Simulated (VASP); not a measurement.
# Ge (I4/mmm) in VASP: a series of runs, part 2 of 2

VASP 6.6.1. Earlier steps stand in the parts before.

**3. Single point, PBEsol-based screened hybrid with 25 % exact exchange**

This run uses another cell than the first one, of 18.20 Å³/atom.

POSCAR

```
Ge
1.0
   -1.6457865400      1.6457865400      1.6794750181
    1.6457865400     -1.6457865400      1.6794750181
    1.6457865400      1.6457865400     -1.6794750181
Ge
1
Direct
    0.5000000000      0.5000000000      0.0000000000
```

INCAR.step1

```
SYSTEM = Ge
PREC     = Accurate       ! precision mode
ENCUT    = 520            ! plane-wave cutoff, eV
EDIFF    = 1E-5           ! SCF threshold, eV
ISMEAR   = -1             ! smearing method
SIGMA    = 0.05           ! smearing width, eV
LREAL    = .FALSE.        ! projectors in reciprocal space
LASPH    = .TRUE.         ! aspherical terms in the spheres
NELM     = 100            ! most SCF steps
ALGO     = Normal         ! electronic algorithm
ISIF     = 2              ! what is computed and relaxed
LWAVE    = .TRUE.         ! write WAVECAR
NBANDS   = 13             ! bands
GGA      = PE             ! functional
```

INCAR.step2

```
SYSTEM = Ge
PREC     = Accurate       ! precision mode
ENCUT    = 520            ! plane-wave cutoff, eV
EDIFF    = 1E-6           ! SCF threshold, eV
ISMEAR   = -1             ! smearing method
SIGMA    = 0.05           ! smearing width, eV
LREAL    = .FALSE.        ! projectors in reciprocal space
LASPH    = .TRUE.         ! aspherical terms in the spheres
NELM     = 100            ! most SCF steps
ALGO     = Normal         ! electronic algorithm
ISIF     = 2              ! what is computed and relaxed
LWAVE    = .FALSE.        ! write WAVECAR
LCHARG   = .TRUE.         ! write CHGCAR
GGA      = PS             ! functional
LHFCALC  = .TRUE.         ! exact exchange
AEXX     = 0.25           ! exact-exchange fraction
HFSCREEN = 0.207          ! screening, 1/A
PRECFOCK = Normal       
LELF     = .TRUE.         ! ELF
LVHAR    = .TRUE.       
NBANDS   = 13             ! bands
ISTART   = 1
```

KPOINTS

```
regular mesh
0
G
  6 6 6
  0 0 0
```

Potentials or basis: VASP PAW PBE potentials, release 64 (Ge_d).

The run is started by

```bash
$ cat potpaw_PBE.64/Ge_d/POTCAR > POTCAR
$ cp INCAR.step1 INCAR
$ mpirun -np 1 vasp_std > vasp.out
$ cp INCAR.step2 INCAR
$ mpirun -np 1 vasp_std > vasp.out
```

OUTCAR:

```text
SYSTEM = Ge
   PREC = Accurate
   ENCUT = 520
   EDIFF = 1E-6
   ISMEAR = -1
   LREAL = .FALSE.
   LASPH = .TRUE.
   NELM = 100
   ISIF = 2
   GGA = PS
   LHFCALC = .TRUE.
   AEXX = 0.25
   HFSCREEN = 0.207
   PRECFOCK = Normal
   ISTART = 1

 ion  position               nearest neighbor table
   1  0.500  0.500  0.000-

  LATTYP: Found a body centered tetragonal cell.
 ALAT       =     3.2915730800
 C/A-ratio  =     1.0204695307

  Lattice vectors:

 A1 = (  -1.6457865400,   1.6457865400,   1.6794750181)
 A2 = (   1.6457865400,  -1.6457865400,   1.6794750181)
 A3 = (   1.6457865400,   1.6457865400,  -1.6794750181)

Analysis of symmetry for initial positions (statically):
=====================================================================
 Subroutine PRICEL returns:
 Original cell was already a primitive cell.

 Routine SETGRP: Setting up the symmetry group for a
 body centered tetragonal supercell.

 Subroutine GETGRP returns: Found 16 space group operations
 (whereof 16 operations were pure point group operations)
 out of a pool of 16 trial point group operations.

The static configuration has the point symmetry D_4h.

Analysis of symmetry for dynamics (positions and initial velocities):
=====================================================================
 Subroutine PRICEL returns:
 Original cell was already a primitive cell.

 Routine SETGRP: Setting up the symmetry group for a
 body centered tetragonal supercell.

 Subroutine GETGRP returns: Found 16 space group operations
 (whereof 16 operations were pure point group operations)
 out of a pool of 16 trial point group operations.

The dynamic configuration has the point symmetry D_4h.

 Subroutine INISYM returns: Found 16 space group operations
 (whereof 16 operations are pure point group operations),
 and found     1 'primitive' translations

----------------------------------------------------------------------------------------

                                     Primitive cell

  volume of cell :      18.1962

  direct lattice vectors                    reciprocal lattice vectors
    -1.645786540  1.645786540  1.679475018     0.000000000  0.303806106  0.297712079
     1.645786540 -1.645786540  1.679475018     0.303806106  0.000000000  0.297712079
     1.645786540  1.645786540 -1.679475018     0.303806106  0.303806106  0.000000000

  length of vectors
     2.870167766  2.870167766  2.870167766     0.425359415  0.425359415  0.429646715

  position of ions in fractional coordinates (direct lattice)
     0.500000000  0.500000000  0.000000000

  ion indices of the primitive-cell ions
   primitive index   ion index
                 1           1

----------------------------------------------------------------------------------------

 KPOINTS: regular mesh

Automatic generation of k-mesh.
 Grid dimensions read from file:
 generate k-points for:    6    6    6

 Generating k-lattice:

  Cartesian coordinates                     Fractional coordinates (reciprocal lattice)
     0.000000000  0.050634351  0.049618680     0.166666667  0.000000000  0.000000000
     0.050634351  0.000000000  0.049618680     0.000000000  0.166666667  0.000000000
     0.050634351  0.050634351  0.000000000     0.000000000  0.000000000  0.166666667
[... 40 lines left out ...]
   number of dos      NEDOS =    301   number of ions     NIONS =      1
   total plane-waves  NPLWV =  13824
   dimension x,y,z NGX =    24 NGY =   24 NGZ =   24
   dimension x,y,z NGXF=    48 NGYF=   48 NGZF=   48
   ions per type =               1
   NGX,Y,Z   is equivalent  to a cutoff of  13.90, 13.90, 13.90 a.u.
   NGXF,Y,Z  is equivalent  to a cutoff of  27.80, 27.80, 27.80 a.u.
 SYSTEM =  Ge
   PREC   = accura    normal or accurate (medium, high low for compatibility)
   ISTART =      1    job   : 0-new  1-cont  2-samecut
   ICHARG =      0    charge: 1-file 2-atom 10-const
   ISPIN  =      1    spin polarized calculation?
   LNONCOLLINEAR =      F non collinear calculations
   LSORBIT =      F    spin-orbit coupling
   LASPH  =      T    aspherical Exc in radial PAW
   ENCUT  =  520.0 eV  38.22 Ry    6.18 a.u.   5.34  5.34  5.34*2*pi/ulx,y,z
   NELM   =    100;   NELMIN=  2; NELMDL=  0     # of ELM steps
   EDIFF  = 0.1E-05   stopping-criterion for ELM
   LREAL  =      F    real-space projection
   EDIFFG = 0.1E-04   stopping-criterion for IOM
   NSW    =      0    number of steps for IOM
   IBRION =     -1    ionic relax: 0-MD 1-quasi-New 2-CG
   NFREE  =      0    steps in history (QN), initial steepest desc. (CG)
   ISIF   =      2    stress and relaxation
   ISYM   =      3    0-nonsym 1-usesym 2-fastsym
   POTIM  = 0.5000    time-step for ionic-motion
   TEBEG  =    0.0;   TEEND  =   0.0 temperature during run
   PSTRESS=    0.0 pullay stress
   NELECT =      14.0000    total number of electrons
   NUPDOWN=      -1.0000    fix difference up-down
   EMIN   =  10.00;   EMAX   =-10.00  energy-range for DOS
   EFERMI =   0.00;   METHOD = LEGACY
   ISMEAR =    -1;   SIGMA  =   0.05  broadening in eV -4-tet -1-fermi 0-gaus
   EFERMI_NEDOS =   21; number of points for ismear=-14 and -15
   IALGO  =     38    algorithm
   IMIX   =      1    mixing-type and parameters
     AMIX     =   0.40;   BMIX     =  1.00
     AMIX_MAG =   1.60;   BMIX_MAG =  1.00
  volume/ion in A,a.u.               =      18.20       122.79
  Fermi-wavevector in a.u.,A,eV,Ry     =   1.500113  2.834803 30.617724  2.250339
  Thomas-Fermi vector in A             =   2.611656
   LORBIT       =      0    0 simple, 1 ext, 2 COOP (PROOUT), +10 PAW based schemes
   GGA     = PS    functional components
   LHFCALC =     T    Hartree Fock is set to
   PRECFOCK=normal    Normal, Fast or Accurate (Low or Medium for compatibility)
   ENCUT4O =  -1.0   cutoff for four orbital integrals eV
   NKREDX  =     1    reduce k-point grid by
   NKREDY  =     1    reduce k-point grid by
   NKREDZ  =     1    reduce k-point grid by
   AEXX    =    0.2500 exact exchange contribution
   HFSCREEN=    0.2070 screening length (either q_TF or 0.3 A-1)
   HFSCREENC=   0.2070 screening length for correlation (either q_TF or 0.3 A-1)
   ENCUTFOCK=  -1.0 apply spherical cutoff to Coloumb kernel
   IVDW    =     0    specifies the selected vdW correction
   LEPSILON=     F    determine dielectric tensor
   LRPA    =     F    only Hartree local field effects (RPA)
 non-spin polarized calculation
  energy-cutoff  :      520.00
  volume of cell :       18.20
 maximum number of plane-waves:       501
 NGX is ok and might be reduce to    24
  NGX = 18; NGY = 18; NGZ = 18

 number of electron      14.0000010 magnetization

 Free energy of the ion-electron system (eV)
  ---------------------------------------------------
  ext. energy  EPLUGINS =         0.00000000
  ---------------------------------------------------
  free energy    TOTEN  =        -5.19619375 eV

  energy without entropy =       -5.19513523  energy(sigma->0) =       -5.19566449

 E-fermi :   7.0507     XC(G=0):  -9.5202

 val. band max:        6.9955324134   @ k =   0.5000   0.5000   0.3333
 cond. band min:       7.5672295439   @ k =  -0.3333   0.5000   0.3333
 fundamental gap:      0.5716971306
 Fermi energy:         7.0507243933

 k-point     1 :       0.0000    0.0000    0.0000
  band No.  band energies     occupation
      1     -21.0797      2.00000
      2     -21.0796      2.00000
      3     -21.0796      2.00000
      4     -20.9899      2.00000
      5     -20.9775      2.00000
      6      -8.0893      2.00000
      7      17.5515      0.00000
      8      17.6747      0.00000
      9      17.6747      0.00000
     10      23.0703      0.00000
     11      23.0703      0.00000
     12      23.5887      0.00000
     13      24.9048      0.00000
[... 354 lines left out ...]
  band No.  band energies     occupation
      1     -21.0638      2.00000
      2     -21.0529      2.00000
      3     -21.0151      2.00000
      4     -21.0003      2.00000
      5     -20.9720      2.00000
      6      -4.0014      2.00000
      7       6.5690      1.99987
      8      10.7907      0.00000
      9      12.6702      0.00000
     10      17.6267      0.00000
     11      22.1901      0.00000
     12      23.1786      0.00000
     13      26.2632      0.00000

 [... further k-points ...]
[... 5 lines left out ...]
  --------------------------------------------------------------------------------------
  -------------------------------------------------------------------------------------
  Total        0.0384475      0.0384475      0.0358720      0.0000000      0.0000000      0.0000000
  in kB        3.3853106      3.3853106      3.1585311      0.0000000      0.0000000      0.0000000
  external PRESSURE =       3.3097174 kB  Pullay stress =       0.0000000 kB

 VOLUME and BASIS-vectors are now :
 -----------------------------------------------------------------------------
  energy-cutoff  :      520.00
  volume of cell :       18.20
      direct lattice vectors                 reciprocal lattice vectors
    -1.645786540  1.645786540  1.679475018     0.000000000  0.303806106  0.297712079
     1.645786540 -1.645786540  1.679475018     0.303806106  0.000000000  0.297712079
     1.645786540  1.645786540 -1.679475018     0.303806106  0.303806106  0.000000000

 POSITION                                       TOTAL-FORCE (eV/Angst)
 -----------------------------------------------------------------------------------
      0.00000      0.00000      1.67948        -0.000000     -0.000000     -0.000000
 -----------------------------------------------------------------------------------
    total drift:                                0.000000      0.000000      0.000002

  FREE ENERGIE OF THE ION-ELECTRON SYSTEM (eV)
  ---------------------------------------------------
  free  energy   TOTEN  =        -5.1961937524 eV

  energy  without entropy=       -5.1951352288  energy(sigma->0) =       -5.19566449
```

Run time: 49 min. Hardware: 1 thread of Intel Xeon 8259CL, shared host; peak memory 0.25 GiB.

Results:

```yaml
Free_energy: -5.1962 eV
Pressure: 0.3 GPa
Band_gap_on_the_k_mesh: zero (bands 7 and 8 overlap by 14.07 eV)
```

Caveat: the k points lie up to 0.45 Å⁻¹ apart, too coarse for converged energies and pressures of a metal; the PAW data sets were made with another functional, which shifts forces and pressure a little.

**4. Single point, PBE-based screened hybrid with 25 % exact exchange**

This run uses another cell than the first one, of 18.80 Å³/atom.

POSCAR

```
Ge
1.0
   -1.6637654930      1.6637654930      1.6980349713
    1.6637654930     -1.6637654930      1.6980349713
    1.6637654930      1.6637654930     -1.6980349713
Ge
1
Direct
    0.5000000000      0.5000000000      0.0000000000
```

INCAR.step1

```
SYSTEM = Ge
PREC = Accurate
ENCUT = 520
EDIFF = 1E-5
ISMEAR = -1
SIGMA = 0.05
LREAL = .False.
LASPH = .True.
NELM = 80
ALGO = Normal
ISIF = 2
LWAVE = .True.
GGA = PE
NBANDS = 13
```

INCAR.step2

```
SYSTEM = Ge
PREC = Accurate
ENCUT = 520
EDIFF = 1E-6
ISMEAR = -1
SIGMA = 0.05
LREAL = .False.
LASPH = .True.
NELM = 80
ALGO = Normal
ISIF = 2
LWAVE = .False.
LCHARG = .True.
GGA = PE
LHFCALC = .True.
AEXX = 0.25
HFSCREEN = 0.3
PRECFOCK = Normal
LELF = .True.
LVHAR = .True.
ISTART = 1
NBANDS = 13
```

KPOINTS

```
Automatic mesh
0
Gamma
  6 6 6
  0 0 0
```

Potentials or basis: VASP PAW PBE potentials, release 64 (Ge_d).

The run is started by

```bash
$ cat potpaw_PBE.64/Ge_d/POTCAR > POTCAR
$ cp INCAR.step1 INCAR
$ mpirun -np 1 vasp_std > vasp.out
$ cp INCAR.step2 INCAR
$ mpirun -np 1 vasp_std > vasp.out
```

OUTCAR:

```text
SYSTEM = Ge
   PREC = Accurate
   ENCUT = 520
   EDIFF = 1E-6
   ISMEAR = -1
   LREAL = .False.
   LASPH = .True.
   NELM = 80
   ISIF = 2
   GGA = PE
   LHFCALC = .True.
   AEXX = 0.25
   HFSCREEN = 0.3
   PRECFOCK = Normal
   ISTART = 1

 ion  position               nearest neighbor table
   1  0.500  0.500  0.000-

  LATTYP: Found a body centered tetragonal cell.
 ALAT       =     3.3275309860
 C/A-ratio  =     1.0205975412

  Lattice vectors:

[... 564 lines left out ...]
      4     -21.1450      2.00000
      5     -21.1202      2.00000
      6      -3.8394      2.00000
      7       6.3376      1.99992
      8      10.3737      0.00000
      9      12.1539      0.00000
     10      17.0795      0.00000
     11      21.5141      0.00000
     12      22.4526      0.00000
     13      25.4991      0.00000

 [... further k-points ...]
[... 5 lines left out ...]
  --------------------------------------------------------------------------------------
  -------------------------------------------------------------------------------------
  Total        0.0225324      0.0225324      0.0286770      0.0000000     -0.0000000      0.0000000
  in kB        1.9201190      1.9201190      2.4437291      0.0000000     -0.0000000      0.0000000
  external PRESSURE =       2.0946557 kB  Pullay stress =       0.0000000 kB

 VOLUME and BASIS-vectors are now :
 -----------------------------------------------------------------------------
  energy-cutoff  :      520.00
  volume of cell :       18.80
      direct lattice vectors                 reciprocal lattice vectors
    -1.663765493  1.663765493  1.698034971     0.000000000  0.300523122  0.294458011
     1.663765493 -1.663765493  1.698034971     0.300523122  0.000000000  0.294458011
     1.663765493  1.663765493 -1.698034971     0.300523122  0.300523122  0.000000000

 POSITION                                       TOTAL-FORCE (eV/Angst)
 -----------------------------------------------------------------------------------
      0.00000      0.00000      1.69803         0.000000      0.000000      0.000000
 -----------------------------------------------------------------------------------
    total drift:                                0.000001      0.000001     -0.000013

  FREE ENERGIE OF THE ION-ELECTRON SYSTEM (eV)
  ---------------------------------------------------
  free  energy   TOTEN  =        -4.7494217340 eV

  energy  without entropy=       -4.7483653415  energy(sigma->0) =       -4.74889354
```

OSZICAR.step1:

```text
N       E                     dE             d eps       ncg     rms          rms(c)
DAV:   1     0.688856299602E+02    0.68886E+02   -0.70688E+03   854   0.295E+03
DAV:   2     0.177764559487E+01   -0.67108E+02   -0.63456E+02   815   0.443E+02
DAV:   3    -0.413984521459E+01   -0.59175E+01   -0.58948E+01   870   0.735E+01
DAV:   4    -0.422377836126E+01   -0.83933E-01   -0.83923E-01   910   0.954E+00
DAV:   5    -0.422467626403E+01   -0.89790E-03   -0.89790E-03   923   0.110E+00    0.112E+00
DAV:   6    -0.421575107172E+01    0.89252E-02   -0.63314E-03   975   0.169E+00    0.623E-01
DAV:   7    -0.421194683303E+01    0.38042E-02   -0.43311E-03   985   0.107E+00    0.586E-02
DAV:   8    -0.421180647987E+01    0.14035E-03   -0.37745E-04   955   0.442E-01    0.231E-02
DAV:   9    -0.421181293463E+01   -0.64548E-05   -0.51589E-06   665   0.223E-02
   1 F= -.42118129E+01 E0= -.42112795E+01  d E =-.106678E-02
```

Wall time 49 min (1 thread of Intel Xeon 8259CL, shared host); peak memory 0.25 GiB.

What came out:

```yaml
Free_energy: -4.7494 eV
Pressure: 0.2 GPa
Band_gap_on_the_k_mesh: zero (bands 7 and 8 overlap by 13.35 eV)
```

Levels at points of the mesh, in eV from the Fermi level:
| k point | band 3 | band 4 | band 5 | band 6 | band 7 | band 8 | band 9 | band 10 | band 11 | band 12 |
| --- | --- | --- | --- | --- | --- | --- | --- | --- | --- | --- |
| (0.00, 0.00, 0.00) | -28.06 | -27.98 | -27.97 | -14.66 | 9.97 | 10.08 | 10.08 | 15.52 | 15.52 | 16.03 |
| (0.50, 0.00, 0.00) | -27.98 | -27.98 | -27.93 | -8.29 | -6.00 | 4.94 | 7.49 | 10.18 | 10.31 | 20.03 |
| (0.50, 0.50, 0.00) | -27.98 | -27.98 | -27.92 | -8.11 | -5.92 | 4.62 | 7.06 | 9.81 | 9.88 | 20.83 |
| (0.50, 0.50, 0.50) | -27.94 | -27.94 | -27.94 | -2.67 | -0.92 | -0.36 | -0.36 | 4.45 | 4.66 | 27.43 |

Caveat: the k points lie up to 0.44 Å⁻¹ apart, too coarse for converged energies and pressures of a metal; the PAW data sets were made with another functional, which shifts forces and pressure a little.

**5. Summary**

| level | cell | screening parameter | gap on the mesh (eV) | pressure (GPa) |
| --- | --- | --- | --- | --- |
| HSE06 | a = 2.897 Å, angles 110.0, 110.0, 108.4°, 1 atom | 0.2079 1/Å | none | 0.2 |
| PBEsol-based screened hybrid with 25 % exact exchange | a = 2.870 Å, angles 110.0, 110.0, 108.4°, 1 atom | 0.207 1/Å | none | 0.3 |
| PBE-based screened hybrid with 25 % exact exchange | a = 2.902 Å, angles 110.0, 110.0, 108.4°, 1 atom | 0.3 1/Å | none | 0.2 |

Alike in all rows: task single point; potentials or basis VASP PAW PBE potentials, release 64 (Ge_d); no spin polarisation; k mesh 6 × 6 × 6; cutoff (eV) 520; smearing fermi-dirac 0.05 eV.

Caveats: all runs use coarse meshes; the PAW data sets were made with another functional, which shifts forces and pressure a little.

Absolute energies hang on the potentials; compare differences alone.
